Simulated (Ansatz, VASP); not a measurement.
# Ta2Sn3 in VASP and in Ansatz

```
Ta Sn
1.0
     4.89455    0.00000    0.00000
    -2.44728    4.23881    0.00000
     0.00000    0.00000    5.73345
Ta Sn
2 3
Cartesian
  2.4473 1.4129 5.1924
  0.0000 2.8259 0.5410
  0.0000 0.0000 0.0000
  2.4473 1.4129 2.2520
  0.0000 2.8259 3.4815
```

Alike in both runs: functional PBE; k mesh 6 × 6 × 6; occupations gaussian, width 0.1 eV; no spin polarisation.

Ansatz relaxed the structure, and its values are those at the end. VASP's run is a single point on that final structure, the one shown.

|  | VASP | Ansatz |
| --- | --- | --- |
| version | VASP 6.6.1 | Ansatz 0.2.0 |
| potentials or method | VASP PAW PBE potentials, release 64 (Ta_pv, Sn_d), cutoff 520 eV | scalar-relativistic, plane waves, PAW |
| valence electrons in the cell | 64 | 68 |

|  | VASP | Ansatz | Ansatz less VASP |
| --- | --- | --- | --- |
| gap on the k mesh at the Fermi level (eV) | none | none | - |
| pressure (GPa) | 0.0 | 0.0 | +0.01 |

A gap of «none» marks a metal or a gap that the smearing closes. VASP's potentials hold 64 valence electrons a cell and Ansatz's 68, so a difference there can come from the potentials and not from the codes.

Neither program's run includes spin-orbit coupling.
